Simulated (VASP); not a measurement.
# Au: single point with r2SCAN+rVV10

The system is Au.

```
Au
1.0
     0.00000    2.05850    2.05850
     2.05850    0.00000    2.05850
     2.05850    2.05850    0.00000
Au
1
Direct
  0.00000 0.00000 0.00000
```

```
Program                : VASP 6.6.1
Task                   : single point
Functional             : r2SCAN
Dispersion             : rVV10
Potentials or basis    : VASP PAW PBE potentials, release 64 (Au_sv_GW)
Cutoff                 : 550 eV
k mesh                 : 8 × 8 × 8
Occupations            : gaussian, width 0.1 eV
Spin                   : no spin polarisation
Dipole correction      : no
Second run             : valence_matched
Further INCAR settings : ALGO = Normal; EDIFF = 1e-06; NBANDS = 16
```

The pressure is -1.1 GPa.

Levels at points of the mesh, in eV from the Fermi level:
| k point | band 8 | band 9 | band 10 | band 11 | band 12 | band 13 |
| --- | --- | --- | --- | --- | --- | --- |
| (0.00, 0.00, 0.00) | -4.72 | -3.26 | -3.26 | 15.35 | 19.29 | 19.29 |
| (0.50, 0.00, 0.00) | -2.06 | -2.06 | -0.57 | 3.16 | 14.83 | 17.79 |
| (0.50, 0.50, 0.00) | -1.74 | -1.74 | 1.39 | 5.93 | 10.56 | 10.56 |

It took 50 s on 1 thread of Intel(R) Xeon(R) Platinum 8488C (Sapphire Rapids), on a shared host, peak memory 0.22 GiB.

Caveat: the PAW data sets were made with another functional, which shifts forces and pressure a little; spin-orbit coupling is left out, which moves the levels of the heavy elements.
